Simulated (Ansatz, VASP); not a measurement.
**One calculation of Zn, two programs**

```xyz
2
Lattice="0.0000 2.8657 2.8657 2.8657 0.0000 2.8657 2.8657 2.8657 0.0000" Properties=species:S:1:pos:R:3 pbc="T T T"
Zn   -0.7164   -0.7164   -0.7164
Zn    0.7164    0.7164    0.7164
```

Change from the starting cell: volume scaled by 0.95, LAPW.

Alike in both runs: task single point; functional PBE; k mesh 12 × 12 × 12; occupations fermi-dirac, width 0.05 eV; no spin polarisation.

|  | VASP | Ansatz |
| --- | --- | --- |
| version | VASP 6.6.1 | Ansatz 0.2.0 |
| potentials or method | VASP PAW PBE potentials, release 64 (Zn), cutoff 520 eV | all-electron LAPW, scalar-relativistic |

|  | VASP | Ansatz | Ansatz less VASP |
| --- | --- | --- | --- |
| pressure (GPa) | 1.7 | 1.5 | -0.17 |

Ansatz ran all-electron here, and VASP with PAW potentials.
